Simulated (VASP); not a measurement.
Si3C:

```
Si C
1.0
     2.65117    0.00000    0.00000
     0.00000    2.65117    0.00000
     0.00000    0.00000    7.10681
Si C
3 1
Direct
  0.50000 0.50000 0.16819
  0.00000 0.00000 0.50000
  0.50000 0.50000 0.83181
  0.00000 0.00000 0.00000
```

| Property | Result |
| --- | --- |
| Program | VASP 6.6.1 |
| Task | relaxation of cell and atoms |
| Functional | PBE |
| Potentials or basis | VASP PAW PBE potentials, release 64 (Si, C) |
| Cutoff | 600 eV |
| k mesh | 18 × 18 × 8 |
| Occupations | gaussian, width 0.1 eV |
| Spin | no spin polarisation |

At the start: pressure -0.1 GPa; volume 12.49 Å³/atom.

**Question.** How do energy, volume and symmetry change on relaxing?

**Answer.** Over 22 steps the energy falls by 37.7 meV/atom and the volume is 11.63 Å³/atom (-6.9 %); space group P4/mmm (No. 123, to 0.05 Å).

Step by step:
```tsv
step	energy change (eV)	largest force (eV/Å)	pressure (GPa)	volume (Å³)
1	0.0000	0.1378	-0.10	49.95
2	-0.0137	0.1347	-0.49	49.89
3	-0.0419	0.3283	-1.17	49.73
4	-0.0713	0.5942	-2.17	49.31
5	-0.0142	1.4422	-1.49	48.07
6	-0.0686	0.9648	-2.11	49.00
7	-0.0709	0.8721	-2.09	49.12
8	-0.0736	0.8628	-2.12	49.07
9	-0.0810	0.8356	-2.20	48.92
10	-0.0938	0.7646	-2.42	48.62
11	-0.1122	0.5817	-2.52	48.00
12	-0.1132	0.4897	-2.42	47.79
13	-0.1240	0.4218	-2.12	47.60
14	-0.1472	0.1448	-1.14	47.06
15	-0.1336	0.2468	1.49	45.95
16	-0.1500	0.0617	-0.24	46.64
17	-0.1505	0.0219	-0.49	46.75
18	-0.1505	0.0134	-0.53	46.77
19	-0.1508	0.0047	-0.32	46.68
20	-0.1509	0.0318	0.00	46.56
21	-0.1509	0.0235	0.01	46.55
22	-0.1510	0.0011	0.05	46.51
```

Final structure:
```
Si C
1.0
     2.74950    0.00000    0.00000
     0.00000    2.74950    0.00000
     0.00000    0.00000    6.15276
Si C
3 1
Direct
  0.50000 0.50000 0.19117
  0.00000 0.00000 0.50000
  0.50000 0.50000 0.80883
  0.00000 0.00000 0.00000
```
